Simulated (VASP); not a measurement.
# PbSe in VASP: single point with PBEsol

Aim: the single point of PbSe with PBEsol.

Program: VASP 6.6.1. These are calculated values, not measurements. Logs are shortened: lines on timing, memory, paths and dates and some standing lists are left out, and cuts for length are marked.

### Step 1. The cell of the first run

The cell holds a slab with vacuum, 16 atoms: a = 8.830 Å, b = 8.830 Å, c = 12.399 Å, α = 100.23°, β = 100.23°, γ = 90.13°.

### Step 2. Single point, PBEsol

Contents of INCAR:

```
SYSTEM = PbSe
  PREC = Accurate
  ENCUT = 500
  EDIFF = 1E-6
  ISMEAR = 0
  SIGMA = 0.01
  LREAL = .False.
  LASPH = .True.
  NELM = 120
  ALGO = Normal
  ISIF = 2
  LWAVE = .False.
  LCHARG = .False.
  GGA = PS
  NBANDS = 94
  GGA_COMPAT = .False.
```

Contents of KPOINTS:

```
Automatic mesh
0
Gamma
  2 2 2
  0 0 0
```

Contents of POSCAR:

```
PbSe
1.0
    8.8297799200      0.0000000000      0.0000000000
   -0.0206220400      8.8297558400      0.0000000000
   -2.2022894700     -2.2074389600     12.0007990000
Pb Se
8 8
Direct
    0.4000950000      0.4072730000      0.6176240000
    0.0963480000      0.0965800000      0.3815570000
    0.4000950000      0.9072730000      0.6176240000
    0.0963480000      0.5965800000      0.3815570000
    0.9000950000      0.4072730000      0.6176240000
    0.5963480000      0.0965800000      0.3815570000
    0.9000950000      0.9072730000      0.6176240000
    0.5963480000      0.5965800000      0.3815570000
    0.1500525000      0.1578670000      0.6220350000
    0.3384270000      0.3563340000      0.3768060000
    0.1500525000      0.6578670000      0.6220350000
    0.3384270000      0.8563340000      0.3768060000
    0.6500525000      0.1578670000      0.6220350000
    0.8384270000      0.3563340000      0.3768060000
    0.6500525000      0.6578670000      0.6220350000
    0.8384270000      0.8563340000      0.3768060000
```

Potentials or basis: VASP PAW PBE potentials, release 64 (Pb_d, Se).

Started as:

```console
cat potpaw_PBE.64/Pb_d/POTCAR potpaw_PBE.64/Se/POTCAR > POTCAR
mpirun -np 1 vasp_std > vasp.out
```

OUTCAR:

```text
SYSTEM = PbSe
   PREC = Accurate
   ENCUT = 500
   EDIFF = 1E-6
   ISMEAR = 0
   LREAL = .False.
   LASPH = .True.
   NELM = 120
   ISIF = 2
   GGA = PS

 ion  position               nearest neighbor table
   1  0.400  0.407  0.618-  10 2.89  15 3.11  13 3.12   9 3.13  11 3.13
   2  0.096  0.097  0.382-   9 2.89  12 3.02  16 3.09  10 3.15  14 3.24
   3  0.400  0.907  0.618-  12 2.89  13 3.11  15 3.12  11 3.13   9 3.13
   4  0.096  0.597  0.382-  11 2.89  10 3.02  14 3.09  12 3.15  16 3.24
   5  0.900  0.407  0.618-  14 2.89  11 3.11   9 3.12  13 3.13  15 3.13
   6  0.596  0.097  0.382-  13 2.89  16 3.02  12 3.09  14 3.15  10 3.24
[... 8 lines left out ...]
  15  0.650  0.658  0.622-   8 2.89   1 3.11   3 3.12   7 3.13   5 3.13
  16  0.838  0.856  0.377-   7 2.89   6 3.02   2 3.09   8 3.15   4 3.24

  LATTYP: Found a base centered monoclinic cell.
 ALAT       =    12.4726040083
 B/A-ratio  =     1.0023382438
 C/A-ratio  =     0.9941208644
 COS(beta)  =    -0.2514784761

  Lattice vectors:

 A1 = (   8.8297799200,   0.0000000000,   0.0000000000)
 A2 = (  -0.0206220400,   8.8297558400,   0.0000000000)
 A3 = (  -2.2022894700,  -2.2074389600,  12.0007990000)

Analysis of symmetry for initial positions (statically):
=====================================================================
 Subroutine PRICEL returns following result:

  LATTYP: Found a face centered orthorhombic cell.
 ALAT       =     6.2363020042
 B/A-ratio  =     1.0023382438
 C/A-ratio  =     3.8486907760

  Lattice vectors:

 A1 = (  -2.2126004900,   2.2074389600,  12.0007990000)
 A2 = (   2.2022894700,   2.2074389600,  12.0007990000)
 A3 = (  -0.0103110200,   4.4148779200,   0.0000000000)

   4 primitive cells build up your supercell.

 Routine SETGRP: Setting up the symmetry group for a
 base centered monoclinic supercell.

 Subroutine GETGRP returns: Found  1 space group operations
 (whereof  1 operations were pure point group operations)
 out of a pool of  4 trial point group operations.

The static configuration has the point symmetry C_1 .

Analysis of symmetry for dynamics (positions and initial velocities):
=====================================================================
 Subroutine PRICEL returns following result:

  LATTYP: Found a face centered orthorhombic cell.
 ALAT       =     6.2363020042
 B/A-ratio  =     1.0023382438
 C/A-ratio  =     3.8486907760

  Lattice vectors:

 A1 = (  -2.2126004900,   2.2074389600,  12.0007990000)
 A2 = (   2.2022894700,   2.2074389600,  12.0007990000)
 A3 = (  -0.0103110200,   4.4148779200,   0.0000000000)
[... 102 lines left out ...]
   NFREE  =      0    steps in history (QN), initial steepest desc. (CG)
   ISIF   =      2    stress and relaxation
   ISYM   =      2    0-nonsym 1-usesym 2-fastsym
   POTIM  = 0.5000    time-step for ionic-motion
   TEBEG  =    0.0;   TEEND  =   0.0 temperature during run
   PSTRESS=    0.0 pullay stress
   NELECT =     160.0000    total number of electrons
   NUPDOWN=      -1.0000    fix difference up-down
   EMIN   =  10.00;   EMAX   =-10.00  energy-range for DOS
   EFERMI =   0.00;   METHOD = LEGACY
   ISMEAR =     0;   SIGMA  =   0.01  broadening in eV -4-tet -1-fermi 0-gaus
   EFERMI_NEDOS =   21; number of points for ismear=-14 and -15
   IALGO  =     38    algorithm
   IMIX   =      4    mixing-type and parameters
     AMIX     =   0.40;   BMIX     =  1.00
     AMIX_MAG =   1.60;   BMIX_MAG =  1.00
  volume/ion in A,a.u.               =      58.48       394.63
  Fermi-wavevector in a.u.,A,eV,Ry     =   0.908682  1.717160 11.234370  0.825703
  Thomas-Fermi vector in A             =   2.032637
   LORBIT       =      0    0 simple, 1 ext, 2 COOP (PROOUT), +10 PAW based schemes
   GGA     = PS    functional components
   LHFCALC =     F    Hartree Fock is set to
   AEXX    =    0.0000 exact exchange contribution
   IVDW    =     0    specifies the selected vdW correction
   LEPSILON=     F    determine dielectric tensor
   LRPA    =     F    only Hartree local field effects (RPA)
 non-spin polarized calculation
 Gauss-broadening in eV      SIGMA  =   0.01
  energy-cutoff  :      500.00
  volume of cell :      935.64
 maximum number of plane-waves:     23810
   NGX = 33   NGY = 33   NGZ = 45

 number of electron     159.9999994 magnetization

 Free energy of the ion-electron system (eV)
  ---------------------------------------------------
  ext. energy  EPLUGINS =         0.00000000
  ---------------------------------------------------
  free energy    TOTEN  =       -69.15912688 eV

  energy without entropy =      -69.15912688  energy(sigma->0) =      -69.15912688

 E-fermi :  -0.2229     XC(G=0):  -5.6394

 val. band max:       -0.3276657376   @ k =   0.0000   0.0000   0.0000
 cond. band min:       1.1848007666   @ k =   0.0000   0.0000   0.0000
 fundamental gap:      1.5124665043
 Fermi energy:        -0.2229061409

 k-point     1 :       0.0000    0.0000    0.0000
  band No.  band energies     occupation
      1     -16.6424      2.00000
      2     -16.6318      2.00000
      3     -16.6258      2.00000
      4     -16.5893      2.00000
      5     -16.5891      2.00000
      6     -16.5706      2.00000
[... 749 lines left out ...]
     91       2.3899      0.00000
     92       2.3899      0.00000
 [bands above 92 left out]

------------------------ aborting loop because EDIFF is reached ----------------------------------------

  FORCE on cell =-STRESS in cart. coord.  units (eV):
  Direction    XX          YY          ZZ          XY          YZ          ZX
  --------------------------------------------------------------------------------------
  -------------------------------------------------------------------------------------
  Total       -8.8308711     -8.8022738    -10.5679638      0.0676227      0.8648652      0.1473511
  in kB      -15.1218663    -15.0728966    -18.0964407      0.1157962      1.4809836      0.2523221
  external PRESSURE =     -16.0970679 kB  Pullay stress =       0.0000000 kB

 VOLUME and BASIS-vectors are now :
 -----------------------------------------------------------------------------
  energy-cutoff  :      500.00
  volume of cell :      935.64
      direct lattice vectors                 reciprocal lattice vectors
     8.829779920  0.000000000  0.000000000     0.113253106  0.000264504  0.020831946
    -0.020622040  8.829755840  0.000000000     0.000000000  0.113253415  0.020831946
    -2.202289470 -2.207438960 12.000799000     0.000000000  0.000000000  0.083327785

 POSITION                                       TOTAL-FORCE (eV/Angst)
 -----------------------------------------------------------------------------------
      2.16417      2.23275      7.41198         0.017973     -0.004913     -0.487922
      0.00844      0.01051      4.57899        -0.007235     -0.008440      0.467276
      2.15385      6.64763      7.41198         0.017973     -0.004913     -0.487922
     -0.00187      4.42539      4.57899        -0.007235     -0.008440      0.467276
      6.57906      2.23275      7.41198         0.017973     -0.004913     -0.487922
      4.42333      0.01051      4.57899        -0.007235     -0.008440      0.467276
[... 8 lines left out ...]
      4.35635      4.43570      7.46492        -0.005050      0.078256     -0.416819
      6.55563      6.72944      4.52197        -0.005688     -0.064903      0.437465
 -----------------------------------------------------------------------------------
    total drift:                               -0.001082     -0.000421     -0.000251

  FREE ENERGIE OF THE ION-ELECTRON SYSTEM (eV)
  ---------------------------------------------------
  free  energy   TOTEN  =       -69.1591268751 eV

  energy  without entropy=      -69.1591268751  energy(sigma->0) =      -69.15912688
```

OSZICAR:

```text
N       E                     dE             d eps       ncg     rms          rms(c)
DAV:   1     0.165708253838E+04    0.16571E+04   -0.66053E+04  1568   0.145E+03
DAV:   2     0.156871511015E+03   -0.15002E+04   -0.14515E+04  1656   0.397E+02
DAV:   3    -0.600367614059E+02   -0.21691E+03   -0.21324E+03  1944   0.187E+02
[... 11 lines left out ...]
DAV:  15    -0.691590863264E+02   -0.27873E-04   -0.39219E-05  1770   0.234E-02    0.837E-03
DAV:  16    -0.691590973395E+02   -0.11013E-04   -0.14745E-05  1576   0.237E-02    0.453E-03
DAV:  17    -0.691591202164E+02   -0.22877E-04   -0.61603E-06  1372   0.108E-02    0.233E-03
DAV:  18    -0.691591261910E+02   -0.59746E-05   -0.17465E-06  1200   0.823E-03    0.101E-03
DAV:  19    -0.691591268751E+02   -0.68417E-06   -0.45623E-07  1026   0.362E-03
   1 F= -.69159127E+02 E0= -.69159127E+02  d E =-.271226E-50
```

Run time: 16 min. Hardware: 1 thread of Intel Xeon Platinum 8488C (Sapphire Rapids), shared host; peak memory 1 GiB.

What came out:

```
Free energy            : -69.1591 eV
Largest force          : 0.488 eV/Å
Band gap on the k mesh : 1.51 eV
```

Forces in eV/Å, atoms in the order of the input:
```
Pb   0.018 -0.005 -0.488
Pb  -0.007 -0.008  0.467
Pb   0.018 -0.005 -0.488
Pb  -0.007 -0.008  0.467
Pb   0.018 -0.005 -0.488
Pb  -0.007 -0.008  0.467
Pb   0.018 -0.005 -0.488
Pb  -0.007 -0.008  0.467
Se  -0.005  0.078 -0.417
Se  -0.006 -0.065  0.437
Se  -0.005  0.078 -0.417
Se  -0.006 -0.065  0.437
Se  -0.005  0.078 -0.417
Se  -0.006 -0.065  0.437
Se  -0.005  0.078 -0.417
Se  -0.006 -0.065  0.437
```

Levels at points of the mesh, in eV from the valence-band top:
```
           k point  band 77  band 78  band 79  band 80  band 81  band 82  band 83  band 84
(0.00, 0.00, 0.00)    -0.04    -0.04    -0.02     0.00     1.51     1.53     1.55     1.56
(0.50, 0.00, 0.00)    -0.57    -0.57    -0.53    -0.53     2.11     2.11     2.71     2.71
(0.00, 0.50, 0.00)    -0.56    -0.56    -0.53    -0.53     2.11     2.11     2.71     2.71
(0.50, 0.50, 0.00)    -0.09    -0.09    -0.07    -0.07     1.96     1.96     1.97     1.97
(0.00, 0.00, 0.50)    -0.04    -0.04    -0.02     0.00     1.51     1.53     1.55     1.56
(0.50, 0.00, 0.50)    -0.57    -0.57    -0.53    -0.53     2.07     2.07     2.71     2.71
(0.00, 0.50, 0.50)    -0.57    -0.57    -0.53    -0.53     2.07     2.07     2.71     2.71
(0.50, 0.50, 0.50)    -0.09    -0.09    -0.07    -0.07     1.96     1.96     1.96     1.96
```

Caveat: there is no dipole correction, which matters where the two faces differ; the PAW data sets were made with another functional, which shifts forces and pressure a little; spin-orbit coupling is left out, which moves the levels of the heavy elements.
